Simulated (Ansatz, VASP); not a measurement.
# Al: VASP beside Ansatz

File INCAR:

```
SYSTEM = Al
ALGO = Normal
EDIFF = 1E-6
ENCUT = 520
GGA = PE
ISIF = 2
ISMEAR = -1
LASPH = .TRUE.
LCHARG = .FALSE.
LREAL = .FALSE.
LWAVE = .FALSE.
NBANDS = 8
NELM = 80
PREC = Accurate
SIGMA = 0.05
```

KPOINTS

```
k-points
0
G
  10 10 10
  0 0 0
```

File POSCAR:

```
Al
1.0
   -0.0202480500      2.0248050000      2.0248050000
    2.0248050000     -0.0202480500      2.0248050000
    2.0045569500      2.0045569500      0.0000000000
Al
1
Direct
    0.0000000000      0.0000000000      0.0000000000
```

Contents of input.yaml:

```yaml
crystal:
  lattice:
    - [-0.02024805, 2.024805, 2.024805]
    - [2.024805, -0.02024805, 2.024805]
    - [2.00455695, 2.00455695, 0.0]
  atoms:
    - { symbol: Al, position: [0.0, 0.0, 0.0] }
hamiltonian:
  xc: pbe
  pseudopotentials: { kind: paw }
kpoints:
  mp_grid: { grid: [10, 10, 10] }
scf:
  occupations: { method: fermi_dirac, width: 0.05 }
output:
  forces: true
  stress: true
  eigenvalues: true
  write_density: true
  write_potential: true
  elf: true
  volumetric_format: npy
```

Alike in both runs: task single point; functional PBE; k mesh 10 × 10 × 10; occupations fermi-dirac, width 0.05 eV; no spin polarisation.

|  | VASP | Ansatz |
| --- | --- | --- |
| version | VASP 6.6.1 | Ansatz 0.2.0 |
| potentials or method | VASP PAW PBE potentials, release 64 (Al) | Ansatz PAW |
| plane-wave cutoff (eV) | 520 | 420 |
| valence electrons in the cell | 3 | 3 |

```tsv
	VASP	Ansatz	Ansatz less VASP
gap on the k mesh at the Fermi level (eV)	none	none	-
pressure (GPa)	-0.5	-0.5	+0.04
traceless stress, the component that is largest in VASP (GPa)	-0.51	-0.51	+0.001
```

A gap of «none» marks a metal or a gap that the smearing closes. With one functional, cell and mesh, what is left measures potentials, basis and numerics.
